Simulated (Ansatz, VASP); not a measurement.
## Two plane-wave programs on I

```
I
1.0
     3.80770   -2.20199    0.00000
     3.80770    2.20199    0.00000
     0.00000    0.00000    9.85652
I
4
Direct
  0.83072 0.16928 0.12282
  0.66928 0.33072 0.62282
  0.16928 0.83072 0.87718
  0.33072 0.66928 0.37718
```

Alike in both runs: task single point; functional PBEsol; k mesh 8 × 8 × 3; occupations fermi-dirac, width 0.05 eV; no spin polarisation.

|  | VASP | Ansatz |
| --- | --- | --- |
| version | VASP 6.6.1 | Ansatz 0.2.0 |
| potentials or method | VASP PAW PBE potentials, release 64 (I), cutoff 520 eV | plane waves (420 eV) with PAW, scalar-relativistic |
| valence electrons in the cell | 28 | 68 |

|  | VASP | Ansatz | Ansatz less VASP |
| --- | --- | --- | --- |
| pressure (GPa) | -1.0 | -1.0 | 0.00 |
| traceless stress, the component that is largest in VASP (GPa) | -0.97 | -0.96 | +0.010 |

VASP's potentials were made for PBE, not for PBEsol, and Ansatz warns of the same on its side. VASP's potentials hold 28 valence electrons a cell and Ansatz's 68, so a difference there can come from the potentials and not from the codes.

Spin-orbit coupling is off throughout.
